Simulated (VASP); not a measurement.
SiC:

```
Si C
1.0
     3.07662    0.00000    0.00000
    -1.53831    2.66443    0.00000
     0.00000    0.00000   15.09808
Si C
6 6
Direct
  0.33333 0.66667 0.83299
  0.66667 0.33333 0.33299
  0.66667 0.33333 0.66650
  0.33333 0.66667 0.16650
  0.00000 0.00000 0.49973
  0.00000 0.00000 0.99973
  0.00000 0.00000 0.87437
  0.00000 0.00000 0.37437
  0.33333 0.66667 0.70800
  0.66667 0.33333 0.20800
  0.66667 0.33333 0.54152
  0.33333 0.66667 0.04152
```

```yaml
Program: VASP 6.6.1
Task: relaxation of cell and atoms
Functional: PBE
Potentials_or_basis: VASP PAW PBE potentials, release 64 (Si, C)
Cutoff: 600 eV
k_mesh: 12 × 12 × 2
Occupations: gaussian, width 0.02 eV
Spin: no spin polarisation
```

At the start: pressure 3.7 GPa; volume 10.31 Å³/atom.

Q: Where does the relaxation end?

A: Over 8 steps the energy falls by 2.0 meV/atom and the volume is 10.49 Å³/atom (+1.7 %); space group P6_3mc (No. 186, to 0.05 Å).

The path:
```tsv
step	energy change (eV)	largest force (eV/Å)	pressure (GPa)	volume (Å³)
1	0.0000	0.0075	3.72	123.77
2	0.0013	0.0174	-3.59	128.10
3	-0.0241	0.0053	0.00	125.88
4	-0.0241	0.0050	0.07	125.84
5	-0.0241	0.0045	0.07	125.84
6	-0.0241	0.0014	0.07	125.84
7	-0.0241	0.0007	0.05	125.85
8	-0.0241	0.0006	-0.01	125.89
```

Final structure:
```yaml
crystal:
  lattice:
    - [3.09422, 0.00000, 0.00000]
    - [-1.54711, 2.67967, 0.00000]
    - [0.00000, 0.00000, 15.18246]
  atoms:
    - { symbol: Si, position: [0.33333, 0.66667, 0.83299] }
    - { symbol: Si, position: [0.66667, 0.33333, 0.33299] }
    - { symbol: Si, position: [0.66667, 0.33333, 0.66650] }
    - { symbol: Si, position: [0.33333, 0.66667, 0.16650] }
    - { symbol: Si, position: [0.00000, 0.00000, 0.49973] }
    - { symbol: Si, position: [0.00000, 0.00000, 0.99973] }
    - { symbol: C, position: [0.00000, 0.00000, 0.87437] }
    - { symbol: C, position: [0.00000, 0.00000, 0.37437] }
    - { symbol: C, position: [0.33333, 0.66667, 0.70800] }
    - { symbol: C, position: [0.66667, 0.33333, 0.20800] }
    - { symbol: C, position: [0.66667, 0.33333, 0.54151] }
    - { symbol: C, position: [0.33333, 0.66667, 0.04152] }
```
